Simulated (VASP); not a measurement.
# C: single point with PBEsol

Crystal: C.

```
C
1.0
     2.50538    0.00000    0.00000
    -1.25269    2.16973    0.00000
     0.00000    0.00000    8.26445
C
8
Direct
  0.00000 0.00000 0.00080
  0.33333 0.66667 0.24929
  0.00000 0.00000 0.50080
  0.66667 0.33333 0.74929
  0.00000 0.00000 0.18670
  0.33333 0.66667 0.43821
  0.00000 0.00000 0.68670
  0.66667 0.33333 0.93821
```

```
Program             : VASP 6.6.1
Task                : single point
Functional          : PBEsol
Potentials or basis : VASP PAW PBE potentials, release 64 (C_h)
Cutoff              : 1300 eV
k mesh              : 9 × 9 × 4
Occupations         : fermi-dirac, width 0.03 eV
Spin                : no spin polarisation
```

```yaml
Pressure: 0.1 GPa
Band_gap_on_the_k_mesh: 4.45 eV (least direct gap 5.27 eV)
```

Levels at points of the mesh, in eV from the valence-band top:
```tsv
k point	band 14	band 15	band 16	band 17	band 18	band 19
(0.00, 0.00, 0.00)	-0.24	0.00	0.00	5.27	5.27	5.45
(0.00, 0.00, 0.50)	-0.66	-0.66	-0.66	6.05	6.05	6.05
```

Wall time 2 min on 1 thread of Intel(R) Xeon(R) Platinum 8259CL CPU @ 2.50GHz (Skylake/Cascade Lake) (shared host), peak memory 0.32 GiB.

Caveat: the PAW data sets were made with another functional, which shifts forces and pressure a little. A k mesh can miss the band edges.
